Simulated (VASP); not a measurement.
# Be3Se2O (P3m1) in VASP: single point with PBE

Aim: the single point of Be3Se2O with PBE.

All numbers are computed with VASP 6.6.1; they aren't measurements. Logs are shortened: lines on timing, memory, paths and dates and some standing lists are left out, and cuts for length are marked.

### 1 The cell of the first run

Symmetry: P3m1, No. 156, trigonal system. Conventional cell: a = 3.436 Å, b = 3.436 Å, c = 8.176 Å, α = 90.00°, β = 90.00°, γ = 120.00°. Within 2.8 Å of Be (site symmetry 3m) lie 4 Se at 2.15 to 2.21 Å. Within 2.1 Å of Be (site symmetry 3m) lie 1 O at 1.60 Å. Within 2.7 Å of Be (site symmetry 3m) lie 3 O at 2.03 Å and 1 Se at 2.20 Å. Se (site symmetry 3m) has 4 Be at 2.15 to 2.20 Å within 2.8 Å. Se (site symmetry 3m) has 4 Be at 2.18 to 2.21 Å within 2.9 Å. O (site symmetry 3m) has 4 Be at 1.60 to 2.03 Å within 2.1 Å.

### 2 Single point, PBE

INCAR reads:

```
SYSTEM = Be3Se2O
  PREC = Accurate
  ENCUT = 600
  EDIFF = 1E-6
  ISMEAR = 0
  SIGMA = 0.15
  LREAL = .False.
  LASPH = .True.
  NELM = 120
  ALGO = Normal
  ISIF = 2
  LWAVE = .False.
  LCHARG = .True.
  GGA = PE
  LELF = .True.
  LVHAR = .True.
  NBANDS = 21
  GGA_COMPAT = .False.
```

KPOINTS reads:

```
regular mesh
0
Gamma
  4 4 2
  0 0 0
```

POSCAR reads:

```
Be3Se2O
1.0
    3.4362303244      0.0000000000      0.0000000000
   -1.7181151622      2.9758627542      0.0000000000
    0.0000000000      0.0000000000      8.1760163143
Be Se O
3 2 1
Direct
    0.3333333333      0.6666666667      0.5538365669
    0.0000000000      0.0000000000      0.1728035963
    0.6666666667      0.3333333333      0.9246314719
    0.6666666667      0.3333333333      0.6554603844
    0.3333333333      0.6666666667      0.2833213565
    0.0000000000      0.0000000000     -0.0230533760
```

Potentials or basis: VASP PAW PBE potentials, release 64 (Be, Se, O).

The run is started by

```console
$ cat potpaw_PBE.64/Be/POTCAR potpaw_PBE.64/Se/POTCAR potpaw_PBE.64/O/POTCAR > POTCAR
$ mpirun -np 1 vasp_std > vasp.out
```

OUTCAR:

```text
SYSTEM = Be3Se2O
   PREC = Accurate
   ENCUT = 600
   EDIFF = 1E-6
   ISMEAR = 0
   LREAL = .False.
   LASPH = .True.
   NELM = 120
   ISIF = 2
   GGA = PE

 ion  position               nearest neighbor table
   1  0.333  0.667  0.554-   4 2.15   4 2.15   4 2.15   5 2.21
   2  0.000  0.000  0.173-   6 1.60   5 2.18   5 2.18   5 2.18
   3  0.667  0.333  0.925-   6 2.03   6 2.03   6 2.03   4 2.20
   4  0.667  0.333  0.655-   1 2.15   1 2.15   1 2.15   3 2.20
   5  0.333  0.667  0.283-   2 2.18   2 2.18   2 2.18   1 2.21
   6  0.000  0.000  0.977-   2 1.60   3 2.03   3 2.03   3 2.03

  LATTYP: Found a hexagonal cell.
 ALAT       =     3.4362303244
 C/A-ratio  =     2.3793563127

  Lattice vectors:

 A1 = (   3.4362303244,   0.0000000000,   0.0000000000)
 A2 = (  -1.7181151622,   2.9758627542,   0.0000000000)
 A3 = (   0.0000000000,   0.0000000000,   8.1760163143)

Analysis of symmetry for initial positions (statically):
=====================================================================
 Subroutine PRICEL returns:
 Original cell was already a primitive cell.

 Routine SETGRP: Setting up the symmetry group for a
 hexagonal supercell.

 Subroutine GETGRP returns: Found  6 space group operations
 (whereof  6 operations were pure point group operations)
 out of a pool of 24 trial point group operations.

The static configuration has the point symmetry C_3v.

Analysis of symmetry for dynamics (positions and initial velocities):
=====================================================================
 Subroutine PRICEL returns:
 Original cell was already a primitive cell.

 Routine SETGRP: Setting up the symmetry group for a
 hexagonal supercell.

 Subroutine GETGRP returns: Found  6 space group operations
 (whereof  6 operations were pure point group operations)
 out of a pool of 24 trial point group operations.

The dynamic configuration has the point symmetry C_3v.

 Subroutine INISYM returns: Found  6 space group operations
 (whereof  6 operations are pure point group operations),
 and found     1 'primitive' translations

----------------------------------------------------------------------------------------

                                     Primitive cell

  volume of cell :      83.6059

  direct lattice vectors                    reciprocal lattice vectors
     3.436230324  0.000000000  0.000000000     0.291016581  0.168018501  0.000000000
    -1.718115162  2.975862754  0.000000000     0.000000000  0.336037003  0.000000000
     0.000000000  0.000000000  8.176016314     0.000000000  0.000000000  0.122308954

  length of vectors
     3.436230324  3.436230324  8.176016314     0.336037003  0.336037003  0.122308954

  position of ions in fractional coordinates (direct lattice)
     0.333333333  0.666666667  0.553836567
     0.000000000  0.000000000  0.172803596
     0.666666667  0.333333333  0.924631472
     0.666666667  0.333333333  0.655460384
     0.333333333  0.666666667  0.283321356
     0.000000000  0.000000000  0.976946624

  ion indices of the primitive-cell ions
   primitive index   ion index
                 1           1
                 2           2
                 3           3
                 4           4
                 5           5
                 6           6

----------------------------------------------------------------------------------------

 KPOINTS: regular mesh

Automatic generation of k-mesh.
 Grid dimensions read from file:
 generate k-points for:    4    4    2

 Generating k-lattice:

  Cartesian coordinates                     Fractional coordinates (reciprocal lattice)
     0.072754145  0.042004625  0.000000000     0.250000000  0.000000000  0.000000000
     0.000000000  0.084009251  0.000000000     0.000000000  0.250000000  0.000000000
     0.000000000  0.000000000  0.061154477     0.000000000  0.000000000  0.500000000

  Length of vectors
     0.084009251  0.084009251  0.061154477

  Shift w.r.t. Gamma in fractional coordinates (k-lattice)
     0.000000000  0.000000000  0.000000000

 Subroutine IBZKPT returns following result:
 ===========================================

 Found      8 irreducible k-points:

 Following reciprocal coordinates:
            Coordinates               Weight
  0.000000  0.000000  0.000000      1.000000
  0.250000 -0.000000  0.000000      6.000000
  0.500000 -0.000000  0.000000      3.000000
  0.250000  0.250000  0.000000      6.000000
  0.000000  0.000000  0.500000      1.000000
  0.250000 -0.000000  0.500000      6.000000
  0.500000 -0.000000  0.500000      3.000000
  0.250000  0.250000  0.500000      6.000000
   k-points           NKPTS =      8   k-points in BZ     NKDIM =      8   number of bands    NBANDS=     21
   number of dos      NEDOS =    301   number of ions     NIONS =      6
   total plane-waves  NPLWV =  54880
   dimension x,y,z NGX =    28 NGY =   28 NGZ =   70
   dimension x,y,z NGXF=    56 NGYF=   56 NGZF=  140
   ions per type =               3   2   1
   NGX,Y,Z   is equivalent  to a cutoff of  13.55, 13.55, 14.23 a.u.
   NGXF,Y,Z  is equivalent  to a cutoff of  27.09, 27.09, 28.47 a.u.
 SYSTEM =  Be3Se2O
   PREC   = accura    normal or accurate (medium, high low for compatibility)
   ISTART =      0    job   : 0-new  1-cont  2-samecut
   ICHARG =      2    charge: 1-file 2-atom 10-const
   ISPIN  =      1    spin polarized calculation?
   LNONCOLLINEAR =      F non collinear calculations
   LSORBIT =      F    spin-orbit coupling
   LASPH  =      T    aspherical Exc in radial PAW
   ENCUT  =  600.0 eV  44.10 Ry    6.64 a.u.   6.86  6.86 16.33*2*pi/ulx,y,z
   NELM   =    120;   NELMIN=  2; NELMDL= -5     # of ELM steps
   EDIFF  = 0.1E-05   stopping-criterion for ELM
   LREAL  =      F    real-space projection
   EDIFFG = 0.1E-04   stopping-criterion for IOM
   NSW    =      0    number of steps for IOM
   IBRION =     -1    ionic relax: 0-MD 1-quasi-New 2-CG
   NFREE  =      0    steps in history (QN), initial steepest desc. (CG)
   ISIF   =      2    stress and relaxation
   ISYM   =      2    0-nonsym 1-usesym 2-fastsym
   POTIM  = 0.5000    time-step for ionic-motion
   TEBEG  =    0.0;   TEEND  =   0.0 temperature during run
   PSTRESS=    0.0 pullay stress
   NELECT =      24.0000    total number of electrons
   NUPDOWN=      -1.0000    fix difference up-down
   EMIN   =  10.00;   EMAX   =-10.00  energy-range for DOS
   EFERMI =   0.00;   METHOD = LEGACY
   ISMEAR =     0;   SIGMA  =   0.15  broadening in eV -4-tet -1-fermi 0-gaus
   EFERMI_NEDOS =   21; number of points for ismear=-14 and -15
   IALGO  =     38    algorithm
   IMIX   =      4    mixing-type and parameters
     AMIX     =   0.40;   BMIX     =  1.00
     AMIX_MAG =   1.60;   BMIX_MAG =  1.00
  volume/ion in A,a.u.               =      13.93        94.03
  Fermi-wavevector in a.u.,A,eV,Ry     =   1.079940  2.040791 15.868071  1.166270
  Thomas-Fermi vector in A             =   2.215918
   LORBIT       =      0    0 simple, 1 ext, 2 COOP (PROOUT), +10 PAW based schemes
   GGA     = PE    functional components
   LHFCALC =     F    Hartree Fock is set to
   AEXX    =    0.0000 exact exchange contribution
   IVDW    =     0    specifies the selected vdW correction
   LEPSILON=     F    determine dielectric tensor
   LRPA    =     F    only Hartree local field effects (RPA)
 non-spin polarized calculation
 Gauss-broadening in eV      SIGMA  =   0.15
  energy-cutoff  :      600.00
  volume of cell :       83.61
 maximum number of plane-waves:      2820
 NGX is ok and might be reduce to    28
   NGX = 13   NGY = 13   NGZ = 33

 number of electron      23.9999999 magnetization

 Free energy of the ion-electron system (eV)
  ---------------------------------------------------
  ext. energy  EPLUGINS =         0.00000000
  ---------------------------------------------------
  free energy    TOTEN  =       -29.51489366 eV

  energy without entropy =      -29.51489366  energy(sigma->0) =      -29.51489366

 E-fermi :   4.9339     XC(G=0):  -9.6902

 val. band max:        4.3038315054   @ k =   0.0000   0.0000   0.0000
 cond. band min:       5.5559224566   @ k =   0.0000   0.0000   0.0000
 fundamental gap:      1.2520909511
 Fermi energy:         4.9339219685

 k-point     1 :       0.0000    0.0000    0.0000
  band No.  band energies     occupation
      1     -14.6857      2.00000
      2     -10.0824      2.00000
      3      -9.4600      2.00000
      4      -1.5421      2.00000
      5      -1.3082      2.00000
      6       0.4418      2.00000
[... 13 lines left out ...]
     20      10.8210      0.00000
     21      11.2151      0.00000

 k-point     2 :       0.2500   -0.0000    0.0000
  band No.  band energies     occupation
      1     -14.5438      2.00000
      2      -9.4969      2.00000
      3      -8.9193      2.00000
      4      -1.5928      2.00000
      5      -1.1511      2.00000
      6       0.0380      2.00000
[... 13 lines left out ...]
     20      12.0408      0.00000
     21      12.6917      0.00000

 k-point     3 :       0.5000   -0.0000    0.0000
  band No.  band energies     occupation
      1     -14.3948      2.00000
      2      -8.6504      2.00000
      3      -8.2576      2.00000
      4      -2.1587      2.00000
      5      -1.9267      2.00000
      6      -1.5679      2.00000
[... 13 lines left out ...]
     20      12.5520      0.00000
     21      12.5599      0.00000

 k-point     4 :       0.2500    0.2500    0.0000
  band No.  band energies     occupation
      1     -14.3957      2.00000
      2      -8.6801      2.00000
      3      -8.2629      2.00000
      4      -1.7762      2.00000
      5      -1.4116      2.00000
      6      -0.9930      2.00000
[... 13 lines left out ...]
     20      12.4812      0.00000
     21      12.7661      0.00000

 k-point     5 :       0.0000    0.0000    0.5000
  band No.  band energies     occupation
      1     -14.6850      2.00000
      2     -10.1505      2.00000
      3      -9.3675      2.00000
      4      -2.4129      2.00000
      5       0.4408      2.00000
      6       0.4408      2.00000
[... 13 lines left out ...]
     20      10.5328      0.00000
     21      11.1334      0.00000

 k-point     6 :       0.2500   -0.0000    0.5000
  band No.  band energies     occupation
      1     -14.5435      2.00000
      2      -9.5349      2.00000
      3      -8.8704      2.00000
      4      -1.7604      2.00000
      5      -1.1047      2.00000
      6       0.0708      2.00000
[... 13 lines left out ...]
     20      12.1826      0.00000
     21      13.0502      0.00000

 k-point     7 :       0.5000   -0.0000    0.5000
  band No.  band energies     occupation
      1     -14.3948      2.00000
      2      -8.6340      2.00000
      3      -8.2788      2.00000
      4      -2.4809      2.00000
      5      -1.4969      2.00000
      6      -1.1639      2.00000
[... 13 lines left out ...]
     20      12.5687      0.00000
     21      12.9225      0.00000

 k-point     8 :       0.2500    0.2500    0.5000
  band No.  band energies     occupation
      1     -14.3957      2.00000
      2      -8.6807      2.00000
      3      -8.2632      2.00000
      4      -1.7722      2.00000
      5      -1.4725      2.00000
      6      -0.9741      2.00000
[... 13 lines left out ...]
     20      12.2454      0.00000
     21      12.5770      0.00000

------------------------ aborting loop because EDIFF is reached ----------------------------------------

  FORCE on cell =-STRESS in cart. coord.  units (eV):
  Direction    XX          YY          ZZ          XY          YZ          ZX
  --------------------------------------------------------------------------------------
  -------------------------------------------------------------------------------------
  Total        0.1335744      0.1335744      0.1360702     -0.0000000     -0.0000000      0.0000000
  in kB        2.5597452      2.5597452      2.6075741     -0.0000000     -0.0000000      0.0000000
  external PRESSURE =       2.5756882 kB  Pullay stress =       0.0000000 kB

 VOLUME and BASIS-vectors are now :
 -----------------------------------------------------------------------------
  energy-cutoff  :      600.00
  volume of cell :       83.61
      direct lattice vectors                 reciprocal lattice vectors
     3.436230324  0.000000000  0.000000000     0.291016581  0.168018501  0.000000000
    -1.718115162  2.975862754  0.000000000     0.000000000  0.336037003  0.000000000
     0.000000000  0.000000000  8.176016314     0.000000000  0.000000000  0.122308954

 POSITION                                       TOTAL-FORCE (eV/Angst)
 -----------------------------------------------------------------------------------
     -0.00000      1.98391      4.52818        -0.000000     -0.000000      0.006138
      0.00000      0.00000      1.41285        -0.000000     -0.000000      0.040382
      1.71812      0.99195      7.55980        -0.000000      0.000000      0.020867
      1.71812      0.99195      5.35905        -0.000000      0.000000     -0.019479
     -0.00000      1.98391      2.31644         0.000000     -0.000000     -0.010016
      0.00000      0.00000      7.98753        -0.000000     -0.000000     -0.037892
 -----------------------------------------------------------------------------------
    total drift:                                0.000000      0.000000     -0.000362

  FREE ENERGIE OF THE ION-ELECTRON SYSTEM (eV)
  ---------------------------------------------------
  free  energy   TOTEN  =       -29.5148936597 eV

  energy  without entropy=      -29.5148936595  energy(sigma->0) =      -29.51489366
```

It took 23 s on 1 thread of Intel Xeon Platinum 8375C at 2.90GHz (Ice Lake), shared host; peak memory 0.23 GiB.

Results:

* Free energy: -29.5149 eV
* Pressure: 0.3 GPa
* Largest force: 0.040 eV/Å
* Band gap on the k mesh: 1.25 eV, direct

Forces in eV/Å, atoms in the order of the input:
```
Be   0.000  0.000  0.006
Be   0.000  0.000  0.040
Be   0.000  0.000  0.021
Se   0.000  0.000 -0.019
Se   0.000  0.000 -0.010
O    0.000  0.000 -0.038
```

Levels at points of the mesh, in eV from the valence-band top:
```tsv
k point	band 9	band 10	band 11	band 12	band 13	band 14	band 15	band 16
(0.00, 0.00, 0.00)	-0.77	-0.77	0.00	0.00	1.25	4.95	5.29	5.37
(0.50, 0.00, 0.00)	-3.14	-2.89	-2.36	-1.61	1.96	4.12	4.35	5.24
(0.00, 0.00, 0.50)	-0.70	-0.70	-0.09	-0.09	2.24	4.60	5.29	5.50
(0.50, 0.00, 0.50)	-3.97	-2.53	-2.17	-1.42	2.61	3.21	4.39	4.64
```

Caveat: the k points lie up to 0.53 Å⁻¹ apart.
